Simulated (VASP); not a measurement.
# TaN (P-6m2) in VASP: further runs

TaN is run at these levels: PBEsol; tasks: single point.

All numbers are computed with VASP 6.6.1; they aren't measurements. Logs are shortened: lines on timing, memory, paths and dates and some standing lists are left out, and cuts for length are marked.

### 1 The cell of the first run

The structure is hexagonal, space group P-6m2 (No. 187). The conventional cell has a = 2.878 Å, b = 2.878 Å, c = 2.824 Å, α = 90.00°, β = 90.00°, γ = 120.00°. Ta (site symmetry -6m2) has 6 N at 2.18 Å and 8 Ta at 2.82 to 2.88 Å within 2.9 Å. Within 2.9 Å of N (site symmetry -6m2) lie 6 Ta at 2.18 Å and 8 N at 2.82 to 2.88 Å.

### 2 Single point, PBEsol

Input file INCAR:

```
SYSTEM = TaN
PREC = Accurate ; ENCUT = 520
EDIFF = 1E-6 ; ISMEAR = -1
SIGMA = 0.1 ; LREAL = .FALSE.
LASPH = .TRUE. ; NELM = 60
ALGO = Normal ; ISIF = 2
LWAVE = .FALSE. ; LCHARG = .FALSE.
GGA = PS ; NBANDS = 15
```

Input file KPOINTS:

```
Automatic mesh
0
G
  11 11 10
  0 0 0
```

Input file POSCAR:

```
TaN
1.0
    2.8780239874      0.0000000000      0.0000000000
   -1.4390119937      2.4924418894      0.0000000000
    0.0000000000      0.0000000000      2.8241467514
Ta N
1 1
Direct
    0.3333333333      0.6666666667      0.5000000000
    0.0000000000      0.0000000000      0.0000000000
```

Potentials or basis: VASP PAW PBE potentials, release 64 (Ta_pv, N).

Command:

```
$ cat potpaw_PBE.64/Ta_pv/POTCAR potpaw_PBE.64/N/POTCAR > POTCAR
$ mpirun -np 1 vasp_std > vasp.out
```

OUTCAR:

```text
SYSTEM = TaN
   PREC = Accurate
   ENCUT = 520
   EDIFF = 1E-6
   ISMEAR = -1
   LREAL = .FALSE.
   LASPH = .TRUE.
   NELM = 60
   ISIF = 2
   GGA = PS

 ion  position               nearest neighbor table
   1  0.333  0.667  0.500-   2 2.18   2 2.18   2 2.18   2 2.18   2 2.18   2 2.18
   2  0.000  0.000  0.000-   1 2.18   1 2.18   1 2.18   1 2.18   1 2.18   1 2.18

  LATTYP: Found a hexagonal cell.
 ALAT       =     2.8780239874
 C/A-ratio  =     0.9812797822

  Lattice vectors:

 A1 = (   2.8780239874,   0.0000000000,   0.0000000000)
 A2 = (  -1.4390119937,   2.4924418894,   0.0000000000)
 A3 = (   0.0000000000,   0.0000000000,   2.8241467514)

Analysis of symmetry for initial positions (statically):
=====================================================================
 Subroutine PRICEL returns:
 Original cell was already a primitive cell.

 Routine SETGRP: Setting up the symmetry group for a
 hexagonal supercell.

 Subroutine GETGRP returns: Found 12 space group operations
 (whereof 12 operations were pure point group operations)
 out of a pool of 24 trial point group operations.

The static configuration has the point symmetry D_3h.

Analysis of symmetry for dynamics (positions and initial velocities):
=====================================================================
 Subroutine PRICEL returns:
 Original cell was already a primitive cell.

 Routine SETGRP: Setting up the symmetry group for a
 hexagonal supercell.

 Subroutine GETGRP returns: Found 12 space group operations
 (whereof 12 operations were pure point group operations)
 out of a pool of 24 trial point group operations.

The dynamic configuration has the point symmetry D_3h.

 Subroutine INISYM returns: Found 12 space group operations
 (whereof 12 operations are pure point group operations),
 and found     1 'primitive' translations

----------------------------------------------------------------------------------------

                                     Primitive cell

  volume of cell :      20.2585

  direct lattice vectors                    reciprocal lattice vectors
     2.878023987  0.000000000  0.000000000     0.347460620  0.200606482  0.000000000
    -1.439011994  2.492441889  0.000000000     0.000000000  0.401212965  0.000000000
     0.000000000  0.000000000  2.824146751     0.000000000  0.000000000  0.354089248

[... 84 lines left out ...]
   LREAL  =      F    real-space projection
   EDIFFG = 0.1E-04   stopping-criterion for IOM
   NSW    =      0    number of steps for IOM
   IBRION =     -1    ionic relax: 0-MD 1-quasi-New 2-CG
   NFREE  =      0    steps in history (QN), initial steepest desc. (CG)
   ISIF   =      2    stress and relaxation
   ISYM   =      2    0-nonsym 1-usesym 2-fastsym
   POTIM  = 0.5000    time-step for ionic-motion
   TEBEG  =    0.0;   TEEND  =   0.0 temperature during run
   PSTRESS=    0.0 pullay stress
   NELECT =      16.0000    total number of electrons
   NUPDOWN=      -1.0000    fix difference up-down
   EMIN   =  10.00;   EMAX   =-10.00  energy-range for DOS
   EFERMI =   0.00;   METHOD = LEGACY
   ISMEAR =    -1;   SIGMA  =   0.10  broadening in eV -4-tet -1-fermi 0-gaus
   EFERMI_NEDOS =   21; number of points for ismear=-14 and -15
   IALGO  =     38    algorithm
   IMIX   =      4    mixing-type and parameters
     AMIX     =   0.40;   BMIX     =  1.00
     AMIX_MAG =   1.60;   BMIX_MAG =  1.00
  volume/ion in A,a.u.               =      10.13        68.36
  Fermi-wavevector in a.u.,A,eV,Ry     =   1.513257  2.859640 31.156602  2.289946
  Thomas-Fermi vector in A             =   2.623072
   LORBIT       =      0    0 simple, 1 ext, 2 COOP (PROOUT), +10 PAW based schemes
   GGA     = PS    functional components
   LHFCALC =     F    Hartree Fock is set to
   AEXX    =    0.0000 exact exchange contribution
   IVDW    =     0    specifies the selected vdW correction
   LEPSILON=     F    determine dielectric tensor
   LRPA    =     F    only Hartree local field effects (RPA)
 non-spin polarized calculation
  energy-cutoff  :      520.00
  volume of cell :       20.26
 maximum number of plane-waves:       562
 NGX is ok and might be reduce to    24
   NGX = 11   NGY = 11   NGZ = 11

 number of electron      15.9999999 magnetization

 Free energy of the ion-electron system (eV)
  ---------------------------------------------------
  ext. energy  EPLUGINS =         0.00000000
  ---------------------------------------------------
  free energy    TOTEN  =       -23.74197775 eV

  energy without entropy =      -23.73905640  energy(sigma->0) =      -23.74051708

 E-fermi :   8.7649     XC(G=0): -13.8460

 val. band max:        8.7171440812   @ k =   0.0000   0.0000   0.4000
 cond. band min:       8.9434619138   @ k =   0.0909   0.0000   0.5000
 fundamental gap:      0.2263178326
 Fermi energy:         8.7648541285

 k-point     1 :       0.0000    0.0000    0.0000
  band No.  band energies     occupation
      1     -25.8483      2.00000
      2     -25.5464      2.00000
      3     -25.5464      2.00000
      4      -9.4620      2.00000
      5       3.9080      2.00000
      6       3.9080      2.00000
      7       4.2256      2.00000
      8       5.7750      2.00000
      9      11.4392      0.00000
     10      12.6454      0.00000
     11      12.6454      0.00000
     12      13.0973      0.00000
     13      13.0973      0.00000
     14      22.1574      0.00000
[... 401 lines left out ...]
      2     -25.8713      2.00000
      3     -25.6983      2.00000
      4      -8.1476      2.00000
      5       1.8548      2.00000
      6       3.6720      2.00000
      7       4.6216      2.00000
      8       5.9706      2.00000
      9      10.7118      0.00000
     10      11.8964      0.00000
     11      13.5718      0.00000
     12      14.1195      0.00000
     13      15.4160      0.00000
     14      21.9888      0.00000
     15      22.3983      0.00000

 [... further k-points ...]
[... 5 lines left out ...]
  --------------------------------------------------------------------------------------
  -------------------------------------------------------------------------------------
  Total        2.4818314      2.4818314      2.8139201      0.0000000     -0.0000000      0.0000000
  in kB      196.2800404    196.2800410    222.5438692      0.0000000     -0.0000000      0.0000000
  external PRESSURE =     205.0346502 kB  Pullay stress =       0.0000000 kB

 VOLUME and BASIS-vectors are now :
 -----------------------------------------------------------------------------
  energy-cutoff  :      520.00
  volume of cell :       20.26
      direct lattice vectors                 reciprocal lattice vectors
     2.878023987  0.000000000  0.000000000     0.347460620  0.200606482  0.000000000
    -1.439011994  2.492441889  0.000000000     0.000000000  0.401212965  0.000000000
     0.000000000  0.000000000  2.824146751     0.000000000  0.000000000  0.354089248

 POSITION                                       TOTAL-FORCE (eV/Angst)
 -----------------------------------------------------------------------------------
     -0.00000      1.66163      1.41207        -0.000000     -0.000000      0.000000
      0.00000      0.00000      0.00000         0.000000      0.000000      0.000000
 -----------------------------------------------------------------------------------
    total drift:                                0.000000      0.000000     -0.000000

  FREE ENERGIE OF THE ION-ELECTRON SYSTEM (eV)
  ---------------------------------------------------
  free  energy   TOTEN  =       -23.7419777492 eV

  energy  without entropy=      -23.7390564037  energy(sigma->0) =      -23.74051708
```

OSZICAR:

```text
N       E                     dE             d eps       ncg     rms          rms(c)
DAV:   1     0.905253248352E+02    0.90525E+02   -0.87988E+03  2880   0.115E+03
DAV:   2    -0.232366926304E+02   -0.11376E+03   -0.10722E+03  3468   0.310E+02
DAV:   3    -0.260256180867E+02   -0.27889E+01   -0.27754E+01  3342   0.452E+01
DAV:   4    -0.260364288101E+02   -0.10811E-01   -0.10807E-01  3741   0.305E+00
DAV:   5    -0.260364842708E+02   -0.55461E-04   -0.55458E-04  3342   0.206E-01    0.270E+01
DAV:   6    -0.238167643284E+02    0.22197E+01   -0.34067E+00  3707   0.224E+01    0.118E+01
DAV:   7    -0.237750264671E+02    0.41738E-01   -0.58688E-01  3048   0.571E+00    0.772E+00
DAV:   8    -0.237493949336E+02    0.25632E-01   -0.11601E-01  3566   0.285E+00    0.158E+00
DAV:   9    -0.237420529968E+02    0.73419E-02   -0.14406E-02  3251   0.100E+00    0.165E-01
DAV:  10    -0.237420581359E+02   -0.51391E-05   -0.10979E-03  3587   0.391E-01    0.825E-02
DAV:  11    -0.237419770526E+02    0.81083E-04   -0.11000E-04  3398   0.115E-01    0.911E-03
DAV:  12    -0.237419778166E+02   -0.76404E-06   -0.13239E-05  3041   0.335E-02    0.574E-03
DAV:  13    -0.237419777492E+02    0.67375E-07   -0.56192E-08  1517   0.214E-03
   1 F= -.23741978E+02 E0= -.23740517E+02  d E =-.292135E-02
```

stdout:

```text
POSCAR found type information on POSCAR TaN
 POSCAR found :  2 types and       2 ions
 scaLAPACK will be used
 -----------------------------------------------------------------------------
|                                                                             |
|                                                                             |
|     You enforced a specific xc type in the INCAR file but a different       |
|     I HOPE YOU KNOW WHAT YOU ARE DOING!                                     |
|                                                                             |
 -----------------------------------------------------------------------------

 LDA part: xc-table for (Slater+PW92), standard interpolation
 POSCAR, INCAR and KPOINTS ok, starting setup
 FFT: planning ... GRIDC
 FFT: planning ... GRID_SOFT
 FFT: planning ... GRID
 WAVECAR not read
 entering main loop
```

It took 18 s on 1 thread of Intel Xeon 6975P-C (Granite Rapids), shared host; peak memory 0.15 GiB.

What came out:

| Quantity | Value |
| --- | --- |
| Free energy | -23.7420 eV |
| Pressure | 20.5 GPa |
| Band gap on the k mesh | zero (band 8 reaches 9.17 eV, above the bottom of band 9 at 8.63 eV) |

Stress tensor (GPa, compression positive):
```
19.63  0.00  0.00
 0.00 19.63  0.00
 0.00  0.00 22.25
```

Caveat: the PAW data sets were made with another functional, which shifts forces and pressure a little; spin-orbit coupling is left out, which moves the levels of the heavy elements.

### 3 Single point, PBEsol

This run uses another cell than the first one, of 10.34 Å³/atom, 1.021 times its volume.

Input file INCAR:

```
PREC = Accurate
ENCUT = 520
EDIFF = 1E-6
ISMEAR = -1
SIGMA = 0.1
LREAL = False
LASPH = True
NELM = 100
ALGO = Normal
ISIF = 2
LWAVE = False
LCHARG = False
GGA = PS
NBANDS = 15
```

Input file KPOINTS:

```
Automatic mesh
0
Gamma
  11 11 10
```

Input file POSCAR:

```
TaN
1.0
    2.8982924298      0.0000000000      0.0000000000
   -1.4491462149      2.5099948754      0.0000000000
    0.0000000000      0.0000000000      2.8440357641
Ta N
1 1
Direct
    0.3333333333      0.6666666667      0.5000000000
    0.0000000000      0.0000000000      0.0000000000
```

Potentials or basis: VASP PAW PBE potentials, release 64 (Ta_pv, N).

Command:

```
$ cat potpaw_PBE.64/Ta_pv/POTCAR potpaw_PBE.64/N/POTCAR > POTCAR
$ mpirun -np 1 vasp_std > vasp.out
```

Run time: 19 s. Hardware: 1 thread of Intel Xeon 6975P-C (Granite Rapids), shared host; peak memory 0.15 GiB.

It converged, with:

```yaml
Free_energy: -23.7851 eV
Pressure: 11.4 GPa
Band_gap_on_the_k_mesh: zero (band 8 reaches 8.93 eV, above the bottom of band 9 at 8.41 eV)
```

Stress tensor (GPa, compression positive):
```
10.88  0.00  0.00
 0.00 10.88  0.00
 0.00  0.00 12.45
```

Levels at points of the mesh, in eV from the Fermi level:
| k point | band 4 | band 5 | band 6 | band 7 | band 8 | band 9 | band 10 | band 11 | band 12 | band 13 |
| --- | --- | --- | --- | --- | --- | --- | --- | --- | --- | --- |
| (0.00, 0.00, 0.00) | -18.06 | -4.76 | -4.76 | -4.43 | -2.97 | 2.52 | 3.78 | 3.78 | 4.21 | 4.21 |
| (0.00, 0.00, 0.50) | -15.13 | -9.65 | -3.90 | -3.90 | -0.13 | -0.13 | 2.55 | 3.41 | 3.41 | 8.49 |

Caveat: the PAW data sets were made with another functional, which shifts forces and pressure a little; spin-orbit coupling is left out, which moves the levels of the heavy elements.
